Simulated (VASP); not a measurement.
## C: single point with LDA

C, a slab with vacuum:

```
CELL_PARAMETERS angstrom
2.44463 0.00000 0.00000
-1.22232 3.38696 0.00000
0.00000 0.00000 18.83120
ATOMIC_POSITIONS crystal
C 0.80416 0.60832 0.37172
C 0.32608 0.65216 0.40836
C 0.36928 0.73856 0.48168
C 0.89233 0.78465 0.51726
C 0.94313 0.88626 0.59350
C 0.46541 0.93081 0.62494
```

| Quantity | Value |
| --- | --- |
| Program | VASP 6.6.1 |
| Task | single point |
| Functional | LDA |
| Potentials or basis | VASP PAW LDA potentials, release 64 (C) |
| Cutoff | 520 eV |
| k mesh | 11 × 8 × 1 |
| Occupations | gaussian, width 0.05 eV |
| Spin | no spin polarisation |

```
Largest force          : 3.542 eV/Å
Band gap on the k mesh : zero (band 12 reaches -3.01 eV, above the bottom of band 13 at -3.16 eV)
```

Forces in eV/Å, atoms in the order of the input:
```
C    0.000  0.347  1.818
C    0.000 -0.755 -3.461
C    0.000  0.389  1.566
C    0.000 -0.004  0.000
C    0.000  0.005  0.020
C    0.000  0.017  0.058
```

Levels at points of the mesh, in eV from the Fermi level:
```tsv
k point	band 9	band 10	band 11	band 12	band 13	band 14	band 15	band 16
(0.00, 0.00, 0.00)	-4.32	-3.35	-2.56	-0.54	0.40	4.15	5.06	6.18
(0.00, 0.50, 0.00)	-4.92	-3.71	-3.38	-0.18	0.78	3.41	6.58	7.91
```

Run time: 6.1 min on 1 thread of Intel Xeon 8259CL, with other jobs on the host, peak memory 0.26 GiB.
